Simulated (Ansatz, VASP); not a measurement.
# Te in VASP and in Ansatz

```xyz
3
Lattice="4.3147 0.0000 0.0000 -2.1574 3.7366 0.0000 0.0000 0.0000 5.9565" Properties=species:S:1:pos:R:3 pbc="T T T"
Te    1.2270    0.0000    1.9855
Te   -0.6135    1.0626    3.9710
Te    1.5439    2.6740    0.0000
```

Alike in both runs: functional PBEsol; k mesh 12 × 12 × 8; occupations gaussian, width 0.1 eV; no spin polarisation.

Ansatz relaxed the structure, and its values are those at the end. VASP's run is a single point on that final structure, the one shown.

|  | VASP | Ansatz |
| --- | --- | --- |
| version | VASP 6.6.1 | Ansatz 0.2.0 |
| potentials or method | VASP PAW PBE potentials, release 64 (Te), cutoff 520 eV | scalar-relativistic, plane waves, PAW |
| valence electrons in the cell | 18 | 48 |

VASP gave:

| Item | Value |
| --- | --- |
| gap on the k mesh at the Fermi level (eV) | none |
| pressure (GPa) | 0.1 |
| rms of the force components (eV/Å) | 0.008 |

Task: Estimate Ansatz's values.

Result: gap on the k mesh at the Fermi level (eV): none; pressure (GPa): 0.0; rms of the force components (eV/Å): 0.002.

VASP's potentials were made for PBE, not for PBEsol. A gap of «none» marks a metal or a gap that the smearing closes. VASP's potentials hold 18 valence electrons a cell and Ansatz's 48, so a difference there can come from the potentials and not from the codes.

Spin-orbit coupling is off throughout.
